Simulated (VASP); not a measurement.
Here is a VASP 6.6.1 calculation.

Contents of INCAR:

```
ALGO     = Normal         # electronic algorithm
EDIFF    = 1E-6           # SCF threshold, eV
ENCUT    = 520            # plane-wave cutoff, eV
GGA      = PE             # functional
GGA_COMPAT= F            
ISIF     = 2              # what is computed and relaxed
ISMEAR   = -1             # smearing method
IVDW     = 12             # dispersion correction
LASPH    = T              # aspherical terms in the spheres
LCHARG   = F              # write CHGCAR
LREAL    = F              # projectors in reciprocal space
LWAVE    = F              # write WAVECAR
NBANDS   = 60             # bands
NELM     = 120            # most SCF steps
PREC     = Accurate       # precision mode
SIGMA    = 0.02           # smearing width, eV
```

KPOINTS

```
k-points
0
Gamma
  1 1 1
```

File POSCAR:

```
AgH16O8F
1.0
    7.1738770000      0.0000000000      0.0000000000
    0.0000000000      7.1738770000      0.0000000000
    0.0000000000      0.0000000000      7.1738770000
O H Ag F
8 16 1 1
Direct
    0.1048665875      0.6481432564      0.6546808650
    0.4122596470      0.6625287833      0.3390774612
    0.3657994136      0.2148489582      0.7632274710
    0.9016045299      0.8424872632      0.1084769087
    0.4037008162      0.8714116509      0.9988601700
    0.7159308697      0.8430587812      0.5325851001
    1.0228639270      0.3387986719     -0.0260249792
    0.4581483625      0.2738407698      0.2520394481
    0.1698244896      0.6239582864      0.5401542290
   -0.0249237616      0.6962204677      0.6218673668
    0.3882419506      0.7347491461      0.2275756888
    0.4517780274      0.5386627064      0.2882681150
    0.3939431914      0.2051749702      0.6347056132
    0.4844660704      0.2080604393      0.8244635362
    0.7859906157      0.9235034278      0.0954853282
    0.9027893843      0.8068440538      0.2382672577
    0.5161086537      0.9612236173      0.9886704219
    0.4367373458      0.7744487395      0.9027754449
    0.6585978544      0.9627987767      0.5012631245
    0.6211006963      0.7551983398      0.5006916065
    1.0644314086      0.4266591133     -0.1251624470
    0.8867868797      0.3411126229     -0.0270425601
    0.3318846978      0.2673171006      0.2119634892
    0.5354566297      0.2296387295      0.1412904068
    0.1399940367      0.0377898868      0.9536405489
    0.6544438941      0.1070272044     -0.0062170009
```

Potentials or basis: VASP PAW PBE potentials, release 64 (O, H, Ag, F).

The run is started by

```bash
$ cat potpaw_PBE.64/O/POTCAR potpaw_PBE.64/H/POTCAR potpaw_PBE.64/Ag/POTCAR potpaw_PBE.64/F/POTCAR > POTCAR
$ mpirun -np 1 vasp_gam > vasp.out
```

What does it give for the dispersion energy per atom?

-0.033 eV.

Estimate the pressure.

-0.6 GPa.

Predict the largest force.

2.305 eV/Å.

Stress tensor (GPa, compression positive):
```
-0.61  0.83  0.70
 0.83 -1.02  0.04
 0.70  0.04 -0.04
```

Caveat: the k points lie up to 0.88 Å⁻¹ apart.
